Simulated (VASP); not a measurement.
Write the native input for VASP 6.6.1 that does the following.

| Quantity | Value |
| --- | --- |
| Task | single point |
| Functional | PBE |
| Dispersion | D3(BJ) |
| Potentials or basis | VASP PAW PBE potentials, release 64 (Si) |
| Cutoff | 520 eV |
| k mesh | 4 × 5 × 1 |
| Occupations | gaussian, width 0.05 eV |
| Spin | no spin polarisation |
| Dipole correction | yes |
| Further INCAR settings | ALGO = Normal; EDIFF = 1e-06; NBANDS = 36 |

The structure of Si lies in POSCAR:

```
Si
1.0
    7.6666885535      0.0000000000      0.0000000000
    0.0000000000      5.4211674654      0.0000000000
    0.0000000000      0.0000000000     20.6877549460
Si
12
Direct
    0.2500000000      0.0000000000      0.1933510915
    0.7500000000      0.0000000000      0.1933510915
    0.0000000000      0.2500000000      0.1933510915
    0.5000000000      0.2500000000      0.1933510915
    0.0000000000      0.5038841205      0.2835647299
    0.5000000000      0.5038841205      0.2835647299
    0.2500000000      0.7461158795      0.2835647299
    0.7500000000      0.7461158795      0.2835647299
    0.2500000000      0.0086034149      0.3716089525
    0.7500000000      0.0086034149      0.3716089525
    0.0000000000      0.2413965851      0.3716089525
    0.5000000000      0.2413965851      0.3716089525
```

The input as run:

INCAR

```
SYSTEM = Si
PREC = Accurate
ENCUT = 520
EDIFF = 1E-6
ISMEAR = 0
SIGMA = 0.05
LREAL = .False.
LASPH = .True.
NELM = 80
ALGO = Normal
ISIF = 2
LWAVE = .False.
LCHARG = .True.
LDIPOL = .True.
IDIPOL = 3
DIPOL = 0.5 0.5 0.283
GGA = PE
IVDW = 12
LELF = .True.
LVHAR = .True.
LVACPOTAV = .True.
NBANDS = 36
```

KPOINTS

```
regular mesh
0
Gamma
  4 5 1
  0 0 0
```

Potentials or basis: VASP PAW PBE potentials, release 64 (Si).

The run is started by

```sh
$ cat potpaw_PBE.64/Si/POTCAR > POTCAR
$ mpirun -np 1 vasp_std > vasp.out
```

Results of the run:

| Item | Value |
| --- | --- |
| Largest force | 0.544 eV/Å |
| Band gap on the k mesh | zero (band 24 reaches -1.69 eV, above the bottom of band 25 at -1.95 eV) |
| Dispersion energy per atom | -0.253 eV |

Wall time 11 min on 1 thread of Intel Xeon 6975P-C, on a shared host, peak memory 0.82 GiB.
